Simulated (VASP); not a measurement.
## SrCl2: single point with r2SCAN

Crystal: SrCl2.

```xyz
3
Lattice="0.0000 3.0397 3.0397 3.0397 0.0000 3.0397 3.0397 3.0397 0.0000" Properties=species:S:1:pos:R:3 pbc="T T T"
Sr    0.0000    0.0000    0.0000
Cl    1.5198    1.5198    1.5198
Cl    4.5595    4.5595    4.5595
```

```
Program             : VASP 6.6.1
Task                : single point
Functional          : r2SCAN
Potentials or basis : VASP PAW PBE potentials, release 64 (Sr_sv, Cl)
Cutoff              : 520 eV
k mesh              : 6 × 6 × 6
Occupations         : gaussian, width 0.02 eV
Spin                : no spin polarisation
```

```json
{
 "Pressure": "40.7 GPa",
 "Band gap on the k mesh": "5.40 eV"
}
```

Levels at points of the mesh, in eV from the valence-band top:
| k point | band 8 | band 9 | band 10 | band 11 | band 12 | band 13 | band 14 | band 15 | band 16 | band 17 |
| --- | --- | --- | --- | --- | --- | --- | --- | --- | --- | --- |
| (0.00, 0.00, 0.00) | -4.14 | -4.14 | -0.55 | -0.55 | -0.55 | 5.87 | 5.87 | 7.57 | 10.29 | 10.29 |
| (0.50, 0.00, 0.00) | -3.22 | -2.33 | -2.24 | -1.66 | -1.66 | 7.12 | 7.12 | 8.43 | 9.47 | 11.16 |
| (0.50, 0.50, 0.00) | -2.94 | -2.94 | -0.89 | -0.89 | 0.00 | 5.40 | 8.81 | 8.89 | 9.57 | 9.57 |

It took 28 s on 1 thread of Intel(R) Xeon(R) 6975P-C (Granite Rapids) (shared host), peak memory 0.19 GiB.

Caveat: the cell stands under pressure; the PAW data sets were made with another functional, which shifts forces and pressure a little. A k mesh can miss the band edges.
